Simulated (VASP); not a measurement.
# H (Cmce) in VASP: further runs, part 2 of 2

VASP 6.6.1.

**3. Single point, PBE (strained)**

INCAR reads:

```
SYSTEM = H
ALGO = Normal ; EDIFF = 1E-6
ENCUT = 500 ; GGA = PE
GGA_COMPAT = .FALSE. ; ISIF = 2
ISMEAR = 0 ; LASPH = .TRUE.
LCHARG = .FALSE. ; LREAL = .FALSE.
LWAVE = .FALSE. ; NBANDS = 10
NELM = 120 ; PREC = Accurate
SIGMA = 0.02
```

KPOINTS reads:

```
k-points
0
G
  6 6 6
  0 0 0
```

POSCAR reads:

```
H
1.0
    2.6222745785     -2.6398562517      0.0000000000
    2.6222745785      2.6398562517      0.0000000000
    0.0000000000      0.0000000000      3.9512115356
H
4
Direct
    0.9253132105      0.0746867895      0.0580882083
    0.4253132105      0.5746867895      0.4419117917
    0.5746867895      0.4253132105      0.5580882083
    0.0746867895      0.9253132105      0.9419117917
```

Potentials or basis: VASP PAW PBE potentials, release 64 (H).

Started as:

```sh
cat potpaw_PBE.64/H/POTCAR > POTCAR
mpirun -np 1 vasp_std > vasp.out
```

OUTCAR:

```text
SYSTEM = H
   EDIFF = 1E-6
   ENCUT = 500
   GGA = PE
   ISIF = 2
   ISMEAR = 0
   LASPH = .TRUE.
   LREAL = .FALSE.
   NELM = 120
   PREC = Accurate

 ion  position               nearest neighbor table
   1  0.925  0.075  0.058-
   2  0.425  0.575  0.442-
   3  0.575  0.425  0.558-
   4  0.075  0.925  0.942-

  LATTYP: Found a base centered orthorhombic cell.
 ALAT       =     5.2445491570
 B/A-ratio  =     1.0067047415
 C/A-ratio  =     0.7533939367

  Lattice vectors:

 A1 = (   2.6222745785,  -2.6398562517,   0.0000000000)
 A2 = (   2.6222745785,   2.6398562517,   0.0000000000)
 A3 = (   0.0000000000,   0.0000000000,   3.9512115356)

Analysis of symmetry for initial positions (statically):
=====================================================================
 Subroutine PRICEL returns:
 Original cell was already a primitive cell.

 Routine SETGRP: Setting up the symmetry group for a
 base centered orthorhombic supercell.

 Subroutine GETGRP returns: Found  8 space group operations
 (whereof  4 operations were pure point group operations)
 out of a pool of  8 trial point group operations.

The static configuration has the point symmetry C_2h.
 The point group associated with its full space group is D_2h.

Analysis of symmetry for dynamics (positions and initial velocities):
=====================================================================
 Subroutine PRICEL returns:
 Original cell was already a primitive cell.

 Routine SETGRP: Setting up the symmetry group for a
 base centered orthorhombic supercell.

 Subroutine GETGRP returns: Found  8 space group operations
 (whereof  4 operations were pure point group operations)
 out of a pool of  8 trial point group operations.

The dynamic configuration has the point symmetry C_2h.
 The point group associated with its full space group is D_2h.

 Subroutine INISYM returns: Found  8 space group operations
 (whereof  4 operations are pure point group operations),
 and found     1 'primitive' translations

----------------------------------------------------------------------------------------

                                     Primitive cell

  volume of cell :      54.7040

  direct lattice vectors                    reciprocal lattice vectors
     2.622274578 -2.639856252  0.000000000     0.190674159 -0.189404252  0.000000000
     2.622274578  2.639856252  0.000000000     0.190674159  0.189404252  0.000000000
     0.000000000  0.000000000  3.951211536     0.000000000  0.000000000  0.253086931

  length of vectors
     3.720909162  3.720909162  3.951211536     0.268757522  0.268757522  0.253086931

  position of ions in fractional coordinates (direct lattice)
     0.925313211  0.074686789  0.058088208
     0.425313211  0.574686789  0.441911792
     0.574686789  0.425313211  0.558088208
     0.074686789  0.925313211  0.941911792

  ion indices of the primitive-cell ions
   primitive index   ion index
                 1           1
                 2           2
                 3           3
                 4           4

----------------------------------------------------------------------------------------
[... 26 lines left out ...]
            Coordinates               Weight
  0.000000  0.000000  0.000000      1.000000
  0.166667 -0.000000  0.000000      4.000000
  0.333333  0.000000  0.000000      4.000000
  0.500000 -0.000000  0.000000      2.000000
  0.166667  0.166667  0.000000      2.000000
  0.333333  0.166667  0.000000      4.000000
[... 16 lines left out ...]
  0.333333  0.333333  0.166667      4.000000
  0.500000  0.333333  0.166667      8.000000
 [... further k-points ...]
   k-points           NKPTS =     52   k-points in BZ     NKDIM =     52   number of bands    NBANDS=     10
   number of dos      NEDOS =    301   number of ions     NIONS =      4
   total plane-waves  NPLWV =  23520
   dimension x,y,z NGX =    28 NGY =   28 NGZ =   30
   dimension x,y,z NGXF=    56 NGYF=   56 NGZF=   60
   ions per type =               4
   NGX,Y,Z   is equivalent  to a cutoff of  12.51, 12.51, 12.62 a.u.
   NGXF,Y,Z  is equivalent  to a cutoff of  25.02, 25.02, 25.24 a.u.
 SYSTEM =  H
   PREC   = accura    normal or accurate (medium, high low for compatibility)
   ISTART =      0    job   : 0-new  1-cont  2-samecut
   ICHARG =      2    charge: 1-file 2-atom 10-const
   ISPIN  =      1    spin polarized calculation?
   LNONCOLLINEAR =      F non collinear calculations
   LSORBIT =      F    spin-orbit coupling
   LASPH  =      T    aspherical Exc in radial PAW
   ENCUT  =  500.0 eV  36.75 Ry    6.06 a.u.   6.78  6.78  7.20*2*pi/ulx,y,z
   NELM   =    120;   NELMIN=  2; NELMDL= -5     # of ELM steps
   EDIFF  = 0.1E-05   stopping-criterion for ELM
   LREAL  =      F    real-space projection
   EDIFFG = 0.1E-04   stopping-criterion for IOM
   NSW    =      0    number of steps for IOM
   IBRION =     -1    ionic relax: 0-MD 1-quasi-New 2-CG
   NFREE  =      0    steps in history (QN), initial steepest desc. (CG)
   ISIF   =      2    stress and relaxation
   ISYM   =      2    0-nonsym 1-usesym 2-fastsym
   POTIM  = 0.5000    time-step for ionic-motion
   TEBEG  =    0.0;   TEEND  =   0.0 temperature during run
   PSTRESS=    0.0 pullay stress
   NELECT =       4.0000    total number of electrons
   NUPDOWN=      -1.0000    fix difference up-down
   EMIN   =  10.00;   EMAX   =-10.00  energy-range for DOS
   EFERMI =   0.00;   METHOD = LEGACY
   ISMEAR =     0;   SIGMA  =   0.02  broadening in eV -4-tet -1-fermi 0-gaus
   EFERMI_NEDOS =   21; number of points for ismear=-14 and -15
   IALGO  =     38    algorithm
   IMIX   =      4    mixing-type and parameters
     AMIX     =   0.40;   BMIX     =  1.00
     AMIX_MAG =   1.60;   BMIX_MAG =  1.00
  volume/ion in A,a.u.               =      13.68        92.29
  Fermi-wavevector in a.u.,A,eV,Ry     =   0.684576  1.293662  6.376300  0.468645
  Thomas-Fermi vector in A             =   1.764269
   LORBIT       =      0    0 simple, 1 ext, 2 COOP (PROOUT), +10 PAW based schemes
   GGA     = PE    functional components
   LHFCALC =     F    Hartree Fock is set to
   AEXX    =    0.0000 exact exchange contribution
   IVDW    =     0    specifies the selected vdW correction
   LEPSILON=     F    determine dielectric tensor
   LRPA    =     F    only Hartree local field effects (RPA)
 non-spin polarized calculation
 Gauss-broadening in eV      SIGMA  =   0.02
  energy-cutoff  :      500.00
  volume of cell :       54.70
 maximum number of plane-waves:      1406
   NGX = 13   NGY = 13   NGZ = 15

 number of electron       4.0000000 magnetization

 Free energy of the ion-electron system (eV)
  ---------------------------------------------------
  ext. energy  EPLUGINS =         0.00000000
  ---------------------------------------------------
  free energy    TOTEN  =       -12.91787145 eV

  energy without entropy =      -12.91787145  energy(sigma->0) =      -12.91787145

 E-fermi :  -7.3243     XC(G=0):  -5.1767

 val. band max:       -7.4850952073   @ k =   0.0000   0.0000   0.0000
 cond. band min:      -0.6263582726   @ k =   0.5000   0.5000   0.0000
 fundamental gap:      6.8587369347
 Fermi energy:        -7.3242599425

 k-point     1 :       0.0000    0.0000    0.0000
  band No.  band energies     occupation
      1      -9.8107      2.00000
      2      -7.4851      2.00000
      3       2.3660      0.00000
      4       3.1793      0.00000
      5       5.1433      0.00000
      6       6.4773      0.00000
      7       7.2945      0.00000
      8       7.8116      0.00000
      9       8.7646      0.00000
     10      11.9469      0.00000
[... 287 lines left out ...]
 k-point    24 :       0.5000    0.3333    0.1667
  band No.  band energies     occupation
      1      -8.3466      2.00000
      2      -8.1307      2.00000
      3      -0.0831      0.00000
      4       2.2131      0.00000
      5       3.5386      0.00000
      6       5.6638      0.00000
      7       7.0219      0.00000
      8       9.2633      0.00000
      9       9.9048      0.00000
     10      10.5425      0.00000

 [... further k-points ...]
[... 5 lines left out ...]
  --------------------------------------------------------------------------------------
  -------------------------------------------------------------------------------------
  Total        0.0414979     -4.7295629     -1.5496088      0.0000000     -0.0000000      0.0000000
  in kB        1.2153962   -138.5201218    -45.3851659      0.0000000     -0.0000000      0.0000000
  external PRESSURE =     -60.8966305 kB  Pullay stress =       0.0000000 kB

 VOLUME and BASIS-vectors are now :
 -----------------------------------------------------------------------------
  energy-cutoff  :      500.00
  volume of cell :       54.70
      direct lattice vectors                 reciprocal lattice vectors
     2.622274578 -2.639856252  0.000000000     0.190674159 -0.189404252  0.000000000
     2.622274578  2.639856252  0.000000000     0.190674159  0.189404252  0.000000000
     0.000000000  0.000000000  3.951211536     0.000000000  0.000000000  0.253086931

 POSITION                                       TOTAL-FORCE (eV/Angst)
 -----------------------------------------------------------------------------------
      2.62227     -2.24553      0.22952         0.000000     -2.975833     -1.720347
      2.62227      0.39432      1.74609         0.000000     -2.975833      1.720347
      2.62227     -0.39432      2.20512         0.000000      2.975833     -1.720347
      2.62227      2.24553      3.72169         0.000000      2.975833      1.720347
 -----------------------------------------------------------------------------------
    total drift:                               -0.000000      0.000000     -0.000000

  FREE ENERGIE OF THE ION-ELECTRON SYSTEM (eV)
  ---------------------------------------------------
  free  energy   TOTEN  =       -12.9178714463 eV

  energy  without entropy=      -12.9178714463  energy(sigma->0) =      -12.91787145
```

OSZICAR:

```text
N       E                     dE             d eps       ncg     rms          rms(c)
DAV:   1    -0.966279796584E+01   -0.96628E+01   -0.12342E+03  1040   0.272E+02
DAV:   2    -0.134639542755E+02   -0.38012E+01   -0.37533E+01  1356   0.363E+01
DAV:   3    -0.135640660973E+02   -0.10011E+00   -0.10006E+00  1256   0.485E+00
DAV:   4    -0.135643154786E+02   -0.24938E-03   -0.24937E-03  1180   0.270E-01
DAV:   5    -0.135643161584E+02   -0.67988E-06   -0.67986E-06  1170   0.147E-02    0.455E+00
DAV:   6    -0.131281457032E+02    0.43617E+00   -0.19041E-01  1082   0.151E+00    0.254E+00
DAV:   7    -0.129125897193E+02    0.21556E+00   -0.45172E-01  1092   0.244E+00    0.275E-01
DAV:   8    -0.129189847021E+02   -0.63950E-02   -0.11765E-02  1068   0.509E-01    0.182E-01
DAV:   9    -0.129178588490E+02    0.11259E-02   -0.19697E-03  1146   0.174E-01    0.902E-03
DAV:  10    -0.129178669328E+02   -0.80838E-05   -0.54510E-05  1134   0.420E-02    0.397E-03
DAV:  11    -0.129178711317E+02   -0.41989E-05   -0.36942E-06  1102   0.126E-02    0.232E-03
DAV:  12    -0.129178714463E+02   -0.31462E-06   -0.31952E-07  1170   0.374E-03
   1 F= -.12917871E+02 E0= -.12917871E+02  d E =-.428742E-32
```

Run time: 10 s. Hardware: 1 thread of Intel Xeon 6975P-C (Granite Rapids), shared host; peak memory 0.15 GiB.

What came out:

- Free energy: -12.9179 eV
- Pressure: -6.1 GPa
- Largest force: 3.437 eV/Å
- Band gap on the k mesh: 6.86 eV, indirect (least direct gap 7.42 eV)

Forces on the atoms (eV/Å):
```
H    0.000 -2.976 -1.720
H    0.000 -2.976  1.720
H    0.000  2.976 -1.720
H    0.000  2.976  1.720
```

Caveat: the cell differs from its parent crystal (strained); forces of over 1 eV/Å act on the atoms, so gaps and moduli don't describe the material at rest. A k mesh can miss the band edges.
